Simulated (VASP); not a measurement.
Wanted: the native input for a VASP 6.6.1 run.

```
Task                   : relaxation of the atoms
Functional             : PBE
Potentials or basis    : VASP PAW PBE potentials, release 64 (Li_sv, H, I, O)
Cutoff                 : 650 eV
k mesh                 : 5 × 4 × 4
Occupations            : fermi-dirac, width 0.02 eV
Spin                   : no spin polarisation
Dipole correction      : no
Further INCAR settings : ALGO = Normal; EDIFF = 1e-07; IBRION = 2; EDIFFG = -0.02; NSW = 80
```

The structure of LiH4IO2 lies in POSCAR:

```
LiH4IO2
1.0
    5.4540000000      0.0000000000      0.0000000000
    2.6711800000      6.2990300000      0.0000000000
    1.1239800000      3.0893000000      6.1460400000
Li H I O
2 8 2 4
Direct
    0.2970000000      0.4060000000      0.4800000000
    0.7030000000      0.5940000000      0.5200000000
    0.9800000000      0.7100000000      0.1880000000
    0.0200000000      0.2900000000      0.8120000000
    0.0600000000      0.8000000000      0.2900000000
    0.9400000000      0.2000000000      0.7100000000
    0.5700000000      0.6100000000      0.1900000000
    0.4300000000      0.3900000000      0.8100000000
    0.7100000000      0.3800000000      0.2700000000
    0.2900000000      0.6200000000      0.7300000000
    0.2530900000      0.1325200000      0.2233800000
    0.7469100000      0.8674800000      0.7766200000
    0.9850000000      0.7067000000      0.3080000000
    0.0150000000      0.2933000000      0.6920000000
    0.6060000000      0.4825000000      0.3072000000
    0.3940000000      0.5175000000      0.6928000000
```

One way to write it, as run:

INCAR

```
SYSTEM = LiH4IO2
PREC = Accurate
ENCUT = 650
EDIFF = 1E-7
ISMEAR = -1
SIGMA = 0.02
LREAL = .FALSE.
LASPH = .TRUE.
NELM = 120
ALGO = Normal
ISIF = 2
LWAVE = .FALSE.
LCHARG = .FALSE.
GGA = PE
IBRION = 2
NSW = 80
EDIFFG = -0.02
GGA_COMPAT = .FALSE.
NELMIN = 4
KPAR = 4
```

KPOINTS

```
regular mesh
0
G
  5 4 4
  0 0 0
```

Potentials or basis: VASP PAW PBE potentials, release 64 (Li_sv, H, I, O).

The run is started by

```console
$ cat potpaw_PBE.64/Li_sv/POTCAR potpaw_PBE.64/H/POTCAR potpaw_PBE.64/I/POTCAR potpaw_PBE.64/O/POTCAR > POTCAR
$ mpirun -np 4 vasp_std > vasp.out
```

Results of the run:

The pressure after relaxing is 0.3 GPa, the largest force after relaxing is 0.019 eV/Å and the band gap on the k mesh is 3.88 eV (least direct gap 3.89 eV).

Caveat: spin-orbit coupling is left out, which moves the levels of the heavy elements.

It took 98 min on 4 MPI ranks on Intel(R) Xeon(R) Platinum 8488C (Sapphire Rapids) (shared host), peak memory 0.79 GiB a rank.
